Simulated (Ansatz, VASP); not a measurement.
**C: VASP beside Ansatz**

INCAR

```
SYSTEM = C
PREC = Accurate ; ENCUT = 600
EDIFF = 1E-6 ; ISMEAR = 0
SIGMA = 0.02 ; LREAL = .FALSE.
LASPH = .TRUE. ; NELM = 100
ALGO = Normal ; ISIF = 3
LWAVE = .FALSE. ; LCHARG = .FALSE.
GGA = PE ; IBRION = 2
NSW = 100 ; EDIFFG = -0.01
```

File KPOINTS:

```
Automatic mesh
0
G
  8 8 8
  0 0 0
```

Contents of POSCAR:

```
C
1.0
   -2.5853777068      2.5853777068      2.5853777068
    2.5853777068     -2.5853777068      2.5853777068
    2.5853777068      2.5853777068     -2.5853777068
C
12
Direct
    0.1250000000      0.7500000000      0.8750000000
    0.7500000000      0.3750000000      0.6250000000
    0.6250000000      0.3750000000      0.2500000000
    0.7500000000      0.8750000000      0.1250000000
    0.1250000000      0.8750000000      0.2500000000
    0.2500000000      0.1250000000      0.8750000000
    0.8750000000      0.1250000000      0.7500000000
    0.3750000000      0.6250000000      0.7500000000
    0.3750000000      0.2500000000      0.6250000000
    0.8750000000      0.2500000000      0.1250000000
    0.2500000000      0.6250000000      0.3750000000
    0.6250000000      0.7500000000      0.3750000000
```

Input for Ansatz:

```yaml
crystal:
  lattice:
    - [-2.5853777068, 2.5853777068, 2.5853777068]
    - [2.5853777068, -2.5853777068, 2.5853777068]
    - [2.5853777068, 2.5853777068, -2.5853777068]
  atoms:
    - { symbol: C, position: [0.125, 0.75, 0.875] }
    - { symbol: C, position: [0.75, 0.375, 0.625] }
    - { symbol: C, position: [0.625, 0.375, 0.25] }
    - { symbol: C, position: [0.75, 0.875, 0.125] }
    - { symbol: C, position: [0.125, 0.875, 0.25] }
    - { symbol: C, position: [0.25, 0.125, 0.875] }
    - { symbol: C, position: [0.875, 0.125, 0.75] }
    - { symbol: C, position: [0.375, 0.625, 0.75] }
    - { symbol: C, position: [0.375, 0.25, 0.625] }
    - { symbol: C, position: [0.875, 0.25, 0.125] }
    - { symbol: C, position: [0.25, 0.625, 0.375] }
    - { symbol: C, position: [0.625, 0.75, 0.375] }
basis:
  ecutwfc: 420
kpoints:
  mp_grid: { grid: [8, 8, 8] }
hamiltonian:
  xc: pbe
scf:
  occupations: { method: gaussian, width: 0.02 }
output:
  forces: true
  stress: true
  eigenvalues: true
  write_density: true
  write_potential: true
  elf: true
  volumetric_format: npy
relax:
  adjacent_minimum: "off"
  f_tol: 0.01
  max_steps: 80
  cell: { stress_tol: 0.05 }
```

Alike in both runs: task relaxation of cell and atoms; functional PBE; k mesh 8 × 8 × 8; occupations gaussian, width 0.02 eV; no spin polarisation.

|  | VASP | Ansatz |
| --- | --- | --- |
| version | VASP 6.6.1 | Ansatz 0.2.0 |
| potentials or method | VASP PAW PBE potentials, release 64 (C), cutoff 600 eV | scalar-relativistic, plane waves, PAW |
| valence electrons in the cell | 48 | 48 |

|  | VASP | Ansatz | Ansatz less VASP |
| --- | --- | --- | --- |
| gap on the k mesh at the Fermi level, each at its own relaxed structure (eV) | 1.92 | 1.93 | +0.014 |
| relaxed volume (Å³/atom) | 5.76 | 5.76 | +0.001 |
| relaxed length of the cell vector where the two differ most in proportion (Å) | 4.478 | 4.478 | +0.0002 |

Noted on VASP's run: the relaxation stopped at its first step, so nothing moved.
